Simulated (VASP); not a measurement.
# Rh (Fm-3m) in VASP: settings compared

Rh is run at these levels: PBE, BLYP+D4; tasks: single point, relaxation of cell and atoms.

All numbers are computed with VASP 6.6.1; they aren't measurements. Logs are shortened: lines on timing, memory, paths and dates and some standing lists are left out, and cuts for length are marked.

## (1) The cell of the first run

The structure is cubic, space group Fm-3m (No. 225). The conventional cell has a = 3.796 Å, b = 3.796 Å, c = 3.796 Å, α = 90.00°, β = 90.00°, γ = 90.00°. Within 3.5 Å of Rh (site symmetry m-3m) lie 12 Rh at 2.68 Å.

## (2) Single point, PBE

File INCAR:

```
  ALGO = Normal
  EDIFF = 1E-7
  ENCUT = 520
  GGA = PE
  ISIF = 2
  ISMEAR = 0
  LASPH = T
  LCHARG = F
  LREAL = F
  LWAVE = F
  NBANDS = 14
  NELM = 60
  PREC = Accurate
  SIGMA = 0.022
```

File KPOINTS:

```
k-points
0
Gamma
  12 12 12
```

File POSCAR:

```
Rh
1.0
    0.0000000000      1.8978500000      1.8978500000
    1.8978500000      0.0000000000      1.8978500000
    1.8978500000      1.8978500000      0.0000000000
Rh
1
Direct
    0.0000000000      0.0000000000      0.0000000000
```

Potentials or basis: VASP PAW PBE potentials, release 64 (Rh_pv).

On the command line:

```bash
cat potpaw_PBE.64/Rh_pv/POTCAR > POTCAR
mpirun -np 1 vasp_std > vasp.out
```

OUTCAR:

```text
EDIFF = 1E-7
   ENCUT = 520
   GGA = PE
   ISIF = 2
   ISMEAR = 0
   LASPH = T
   LREAL = F
   NELM = 60
   PREC = Accurate

 ion  position               nearest neighbor table
   1  0.000  0.000  0.000-

  LATTYP: Found a face centered cubic cell.
 ALAT       =     3.7957000000

  Lattice vectors:

 A1 = (   0.0000000000,   1.8978500000,   1.8978500000)
 A2 = (   1.8978500000,   0.0000000000,   1.8978500000)
 A3 = (   1.8978500000,   1.8978500000,   0.0000000000)

Analysis of symmetry for initial positions (statically):
[... 33 lines left out ...]
                                     Primitive cell

  volume of cell :      13.6715

  direct lattice vectors                    reciprocal lattice vectors
     0.000000000  1.897850000  1.897850000    -0.263456016  0.263456016  0.263456016
     1.897850000  0.000000000  1.897850000     0.263456016 -0.263456016  0.263456016
     1.897850000  1.897850000  0.000000000     0.263456016  0.263456016 -0.263456016

  length of vectors
     2.683965209  2.683965209  2.683965209     0.456319205  0.456319205  0.456319205

  position of ions in fractional coordinates (direct lattice)
     0.000000000  0.000000000  0.000000000

  ion indices of the primitive-cell ions
   primitive index   ion index
                 1           1

----------------------------------------------------------------------------------------

 KPOINTS: k-points

Automatic generation of k-mesh.
 Grid dimensions read from file:
 generate k-points for:   12   12   12

 Generating k-lattice:

  Cartesian coordinates                     Fractional coordinates (reciprocal lattice)
    -0.021954668  0.021954668  0.021954668     0.083333333  0.000000000  0.000000000
     0.021954668 -0.021954668  0.021954668     0.000000000  0.083333333  0.000000000
     0.021954668  0.021954668 -0.021954668     0.000000000  0.000000000  0.083333333

  Length of vectors
     0.038026600  0.038026600  0.038026600

  Shift w.r.t. Gamma in fractional coordinates (k-lattice)
     0.000000000  0.000000000  0.000000000

 Subroutine IBZKPT returns following result:
 ===========================================

 Found     72 irreducible k-points:

 Following reciprocal coordinates:
            Coordinates               Weight
  0.000000  0.000000  0.000000      1.000000
  0.083333  0.000000  0.000000      8.000000
  0.166667  0.000000  0.000000      8.000000
  0.250000  0.000000  0.000000      8.000000
  0.333333  0.000000  0.000000      8.000000
  0.416667  0.000000  0.000000      8.000000
[... 16 lines left out ...]
  0.500000  0.166667  0.000000     24.000000
 -0.416667  0.166667  0.000000     24.000000
 [... further k-points ...]
   k-points           NKPTS =     72   k-points in BZ     NKDIM =     72   number of bands    NBANDS=     14
   number of dos      NEDOS =    301   number of ions     NIONS =      1
   total plane-waves  NPLWV =   8000
   dimension x,y,z NGX =    20 NGY =   20 NGZ =   20
   dimension x,y,z NGXF=    40 NGYF=   40 NGZF=   40
   ions per type =               1
   NGX,Y,Z   is equivalent  to a cutoff of  12.39, 12.39, 12.39 a.u.
   NGXF,Y,Z  is equivalent  to a cutoff of  24.78, 24.78, 24.78 a.u.
 SYSTEM =  unknown system
   PREC   = accura    normal or accurate (medium, high low for compatibility)
   ISTART =      0    job   : 0-new  1-cont  2-samecut
   ICHARG =      2    charge: 1-file 2-atom 10-const
   ISPIN  =      1    spin polarized calculation?
   LNONCOLLINEAR =      F non collinear calculations
   LSORBIT =      F    spin-orbit coupling
   LASPH  =      T    aspherical Exc in radial PAW
   ENCUT  =  520.0 eV  38.22 Ry    6.18 a.u.   4.99  4.99  4.99*2*pi/ulx,y,z
   NELM   =     60;   NELMIN=  2; NELMDL= -5     # of ELM steps
   EDIFF  = 0.1E-06   stopping-criterion for ELM
   LREAL  =      F    real-space projection
   EDIFFG = 0.1E-05   stopping-criterion for IOM
   NSW    =      0    number of steps for IOM
   IBRION =     -1    ionic relax: 0-MD 1-quasi-New 2-CG
   NFREE  =      0    steps in history (QN), initial steepest desc. (CG)
   ISIF   =      2    stress and relaxation
   ISYM   =      2    0-nonsym 1-usesym 2-fastsym
   POTIM  = 0.5000    time-step for ionic-motion
   TEBEG  =    0.0;   TEEND  =   0.0 temperature during run
   PSTRESS=    0.0 pullay stress
   NELECT =      15.0000    total number of electrons
   NUPDOWN=      -1.0000    fix difference up-down
   EMIN   =  10.00;   EMAX   =-10.00  energy-range for DOS
   EFERMI =   0.00;   METHOD = LEGACY
   ISMEAR =     0;   SIGMA  =   0.02  broadening in eV -4-tet -1-fermi 0-gaus
   EFERMI_NEDOS =   21; number of points for ismear=-14 and -15
   IALGO  =     38    algorithm
   IMIX   =      4    mixing-type and parameters
     AMIX     =   0.40;   BMIX     =  1.00
     AMIX_MAG =   1.60;   BMIX_MAG =  1.00
  volume/ion in A,a.u.               =      13.67        92.26
  Fermi-wavevector in a.u.,A,eV,Ry     =   1.688496  3.190795 38.790465  2.851019
  Thomas-Fermi vector in A             =   2.770792
   LORBIT       =      0    0 simple, 1 ext, 2 COOP (PROOUT), +10 PAW based schemes
   GGA     = PE    functional components
   LHFCALC =     F    Hartree Fock is set to
   AEXX    =    0.0000 exact exchange contribution
   IVDW    =     0    specifies the selected vdW correction
   LEPSILON=     F    determine dielectric tensor
   LRPA    =     F    only Hartree local field effects (RPA)
 non-spin polarized calculation
 Gauss-broadening in eV      SIGMA  =   0.02
  energy-cutoff  :      520.00
  volume of cell :       13.67
 maximum number of plane-waves:       380
   NGX =  9   NGY =  9   NGZ =  9

 number of electron      15.0000007 magnetization

 Free energy of the ion-electron system (eV)
  ---------------------------------------------------
  ext. energy  EPLUGINS =         0.00000000
  ---------------------------------------------------
  free energy    TOTEN  =        -7.25258114 eV

  energy without entropy =       -7.25205610  energy(sigma->0) =       -7.25231862

 E-fermi :  12.0584     XC(G=0): -14.0712

 val. band max:       12.0444353387   @ k =   0.3333   0.1667   0.0000
 cond. band min:      12.0712449578   @ k =   0.5000   0.4167   0.0000
 fundamental gap:      0.0268096191
 Fermi energy:        12.0583627327

 k-point     1 :       0.0000    0.0000    0.0000
  band No.  band energies     occupation
      1     -34.4037      2.00000
      2     -34.4037      2.00000
      3     -34.4037      2.00000
      4       4.0068      2.00000
      5       8.8903      2.00000
      6       8.8903      2.00000
      7       8.8903      2.00000
      8      10.9922      2.00000
      9      10.9922      2.00000
     10      28.0012      0.00000
     11      32.4788      0.00000
     12      33.4933      0.00000
     13      33.4933      0.00000
     14      33.4933      0.00000

 k-point     2 :       0.0833    0.0000    0.0000
  band No.  band energies     occupation
      1     -34.4554      2.00000
      2     -34.4107      2.00000
      3     -34.4107      2.00000
      4       4.2852      2.00000
      5       8.7708      2.00000
      6       8.9967      2.00000
      7       8.9967      2.00000
      8      10.9349      2.00000
      9      10.9349      2.00000
     10      28.3995      0.00000
     11      32.0996      0.00000
     12      32.4819      0.00000
     13      33.9025      0.00000
     14      33.9025      0.00000

 k-point     3 :       0.1667    0.0000    0.0000
  band No.  band energies     occupation
      1     -34.5952      2.00000
      2     -34.4297      2.00000
      3     -34.4297      2.00000
      4       5.0243      2.00000
      5       8.5596      2.00000
      6       9.2123      2.00000
      7       9.2123      2.00000
      8      10.8866      2.00000
      9      10.8866      2.00000
     10      29.2287      0.00000
     11      29.7515      0.00000
     12      32.4791      0.00000
     13      35.0375      0.00000
     14      35.0375      0.00000

 k-point     4 :       0.2500    0.0000    0.0000
  band No.  band energies     occupation
      1     -34.7831      2.00000
      2     -34.4555      2.00000
      3     -34.4555      2.00000
      4       5.7977      2.00000
      5       8.7715      2.00000
      6       9.2533      2.00000
      7       9.2533      2.00000
      8      11.1562      2.00000
      9      11.1562      2.00000
     10      27.1534      0.00000
     11      29.5981      0.00000
     12      32.4790      0.00000
     13      36.5004      0.00000
     14      36.5004      0.00000

 k-point     5 :       0.3333    0.0000    0.0000
  band No.  band energies     occupation
      1     -34.9677      2.00000
      2     -34.4812      2.00000
      3     -34.4812      2.00000
      4       6.0060      2.00000
      5       9.0736      2.00000
      6       9.0736      2.00000
      7      10.0090      2.00000
      8      11.7539      2.00000
      9      11.7539      2.00000
     10      24.4841      0.00000
     11      28.7251      0.00000
[... 276 lines left out ...]
 k-point    22 :       0.4167    0.1667    0.0000
  band No.  band energies     occupation
      1     -34.9950      2.00000
      2     -34.5780      2.00000
      3     -34.5492      2.00000
      4       6.5541      2.00000
      5       8.2725      2.00000
      6       9.0458      2.00000
      7       9.7716      2.00000
      8      12.5081      0.00000
      9      13.6336      0.00000
     10      23.8124      0.00000
     11      29.1484      0.00000
     12      31.3547      0.00000
     13      32.4730      0.00000
     14      33.1425      0.00000

 k-point    23 :       0.5000    0.1667    0.0000
  band No.  band energies     occupation
      1     -35.0740      2.00000
      2     -34.6178      2.00000
      3     -34.5498      2.00000
      4       6.5041      2.00000
      5       8.2084      2.00000
      6       9.5799      2.00000
      7       9.6813      2.00000
      8      12.6245      0.00000
      9      15.5699      0.00000
     10      21.2076      0.00000
     11      28.4032      0.00000
     12      31.5189      0.00000
     13      31.8625      0.00000
     14      32.4850      0.00000

 k-point    24 :      -0.4167    0.1667    0.0000
  band No.  band energies     occupation
      1     -35.0805      2.00000
      2     -34.6425      2.00000
      3     -34.5345      2.00000
      4       6.5719      2.00000
      5       8.2222      2.00000
      6       9.4886      2.00000
      7       9.9236      2.00000
      8      12.2528      0.00000
      9      16.1453      0.00000
     10      20.7944      0.00000
     11      28.0745      0.00000
     12      30.9580      0.00000
     13      32.4813      0.00000
     14      32.6427      0.00000

 [... further k-points ...]
[... 5 lines left out ...]
  --------------------------------------------------------------------------------------
  -------------------------------------------------------------------------------------
  Total        0.6198447      0.6198447      0.6198447     -0.0000000      0.0000000     -0.0000000
  in kB       72.6403336     72.6403336     72.6403336     -0.0000000      0.0000000     -0.0000000
  external PRESSURE =      72.6403336 kB  Pullay stress =       0.0000000 kB

 VOLUME and BASIS-vectors are now :
 -----------------------------------------------------------------------------
  energy-cutoff  :      520.00
  volume of cell :       13.67
      direct lattice vectors                 reciprocal lattice vectors
     0.000000000  1.897850000  1.897850000    -0.263456016  0.263456016  0.263456016
     1.897850000  0.000000000  1.897850000     0.263456016 -0.263456016  0.263456016
     1.897850000  1.897850000  0.000000000     0.263456016  0.263456016 -0.263456016

 POSITION                                       TOTAL-FORCE (eV/Angst)
 -----------------------------------------------------------------------------------
      0.00000      0.00000      0.00000         0.000000      0.000000      0.000000
 -----------------------------------------------------------------------------------
    total drift:                               -0.000000     -0.000000     -0.000000

  FREE ENERGIE OF THE ION-ELECTRON SYSTEM (eV)
  ---------------------------------------------------
  free  energy   TOTEN  =        -7.2525811444 eV

  energy  without entropy=       -7.2520560953  energy(sigma->0) =       -7.25231862
```

It took 31 s on 1 thread of AMD EPYC 7R13, shared host; peak memory 0.1 GiB.

Results:

* Free energy: -7.2526 eV
* Pressure: 7.3 GPa

## (3) Single point, BLYP+D4

This run uses another cell than the first one, of 13.79 Å³/atom, 1.008 times its volume.

File INCAR:

```
PREC = Accurate
ENCUT = 520
EDIFF = 1E-6
ISMEAR = -1
SIGMA = 0.05
LREAL = F
LASPH = T
NELM = 80
ALGO = Normal
ISIF = 2
LWAVE = F
LCHARG = F
GGA = B5
ALDAX = 1.0
AGGAX = 1.0
AGGAC = 1.0
ALDAC = 0.0
IVDW = 13
VDW_S6 = 1.0
VDW_S8 = 2.34076671
VDW_A1 = 0.44488865
VDW_A2 = 4.0933009
NBANDS = 14
```

File KPOINTS:

```
regular mesh
0
Gamma
  12 12 12
```

File POSCAR:

```
Rh
1.0
    0.0000000000      1.9031973857      1.9031973857
    1.9031973857      0.0000000000      1.9031973857
    1.9031973857      1.9031973857      0.0000000000
Rh
1
Direct
    0.0000000000      0.0000000000      0.0000000000
```

Potentials or basis: VASP PAW PBE potentials, release 64 (Rh_pv).

On the command line:

```bash
cat potpaw_PBE.64/Rh_pv/POTCAR > POTCAR
mpirun -np 1 vasp_std > vasp.out
```

Run time: 40 s. Hardware: 1 thread of AMD EPYC 7R13, shared host; peak memory 0.1 GiB.

Results (log left out):

```yaml
Free_energy: -7.7513 eV
Pressure: 0.7 GPa
Dispersion_energy_per_atom: -1.646 eV
```

Levels at points of the mesh, in eV from the Fermi level:
| k point | band 4 | band 5 | band 6 | band 7 | band 8 | band 9 | band 10 | band 11 |
| --- | --- | --- | --- | --- | --- | --- | --- | --- |
| (0.00, 0.00, 0.00) | -7.74 | -3.09 | -3.09 | -3.09 | -1.04 | -1.04 | 16.28 | 20.24 |
| (0.50, 0.00, 0.00) | -6.04 | -3.17 | -3.17 | 0.53 | 0.53 | 1.03 | 8.65 | 15.82 |
| (0.50, 0.50, 0.00) | -6.23 | -5.90 | 0.49 | 0.95 | 0.95 | 3.49 | 12.34 | 13.43 |

Caveat: the PAW data sets were made with another functional, which shifts forces and pressure a little; pairwise dispersion overbinds metals, which lowers pressure and volume.

## (4) Relaxation of cell and atoms, BLYP+D4

File INCAR:

```
AGGAC    = 1.0          
AGGAX    = 1.0          
ALDAC    = 0.0          
ALDAX    = 1.0          
ALGO     = Normal         # electronic algorithm
EDIFF    = 1E-6           # SCF threshold, eV
EDIFFG   = -0.02          # ionic threshold
ENCUT    = 600            # plane-wave cutoff, eV
GGA      = B5             # functional
IBRION   = 2              # ionic algorithm
ISIF     = 3              # what is computed and relaxed
ISMEAR   = -1             # smearing method
IVDW     = 13             # dispersion correction
LASPH    = True           # aspherical terms in the spheres
LCHARG   = False          # write CHGCAR
LREAL    = False          # projectors in reciprocal space
LWAVE    = False          # write WAVECAR
NELM     = 80             # most SCF steps
NSW      = 80             # ionic steps
PREC     = Accurate       # precision mode
SIGMA    = 0.05           # smearing width, eV
VDW_A1   = 0.44488865   
VDW_A2   = 4.0933009    
VDW_S6   = 1.0          
VDW_S8   = 2.34076671
```

File KPOINTS:

```
k-points
0
Gamma
  12 12 12
```

File POSCAR:

```
Rh
1.0
    0.0000000000      1.8978500000      1.8978500000
    1.8978500000      0.0000000000      1.8978500000
    1.8978500000      1.8978500000      0.0000000000
Rh
1
Direct
    0.0000000000      0.0000000000      0.0000000000
```

On the command line:

```bash
cat potpaw_PBE.64/Rh_pv/POTCAR > POTCAR
mpirun -np 1 vasp_std > vasp.out
```

It took 1.9 min on 1 thread of AMD EPYC 7R13, shared host; peak memory 0.12 GiB.

The run converged. Its results:

```
Free energy                            : -7.7506 eV
Relaxed volume                         : 13.82 Å³/atom
Relaxed cell                           : a = 2.694 Å, b = 2.694 Å, c = 2.694 Å, α = 60.00°, β = 60.00°, γ = 60.00°
Space group after relaxing (to 0.05 Å) : Fm-3m (No. 225)
Energy gained by relaxing              : 1.3 meV/atom
Ionic steps                            : 3
Pressure after relaxing                : 0.0 GPa
Dispersion energy per atom             : -1.643 eV
```

The path:
```tsv
step	energy change (eV)	largest force (eV/Å)	pressure (GPa)	volume (Å³)
1	0.0000	0.0000	2.97	13.67
2	0.0063	0.0000	-6.59	14.18
3	-0.0013	0.0000	-0.01	13.82
```

Final structure:
```
Rh
1.0
     0.00000    1.90467    1.90467
     1.90467    0.00000    1.90467
     1.90467    1.90467    0.00000
Rh
1
Cartesian
  0.0000 0.0000 0.0000
```

Levels at points of the mesh, in eV from the Fermi level:
| k point | band 5 | band 6 | band 7 | band 8 | band 9 | band 10 |
| --- | --- | --- | --- | --- | --- | --- |
| (0.00, 0.00, 0.00) | -3.08 | -3.08 | -3.08 | -1.04 | -1.04 | 16.29 |
| (0.50, 0.00, 0.00) | -3.16 | -3.16 | 0.53 | 0.53 | 1.03 | 8.63 |
| (0.50, 0.50, 0.00) | -5.88 | 0.49 | 0.95 | 0.95 | 3.49 | 12.31 |

Caveat: the PAW data sets were made with another functional, which shifts forces and pressure a little; pairwise dispersion overbinds metals, which lowers pressure and volume. Zero-point motion and thermal expansion aren't in these numbers.

## (5) Summary

```csv
task,level,cell,cutoff (eV),smearing,gap on the mesh (eV),pressure (GPa)
single point,PBE,"a = 2.684 Å, angles 60.0°, 1 atom",520,gaussian 0.022 eV,none,7.3
single point,BLYP+D4,"a = 2.692 Å, angles 60.0°, 1 atom",520,fermi-dirac 0.05 eV,none,0.7
relaxation of cell and atoms,BLYP+D4,"relaxed from a = 2.684 Å, angles 60.0°, 1 atom",600,fermi-dirac 0.05 eV,none,0.0
```

Alike in all rows: potentials or basis VASP PAW PBE potentials, release 64 (Rh_pv); no spin polarisation; k mesh 12 × 12 × 12.

Caveats: the PAW data sets were made with another functional, which shifts forces and pressure a little (some runs); pairwise dispersion overbinds metals, which lowers pressure and volume (some runs).

Total energies depend on the potentials used, so only differences within one code and one set of settings carry meaning.
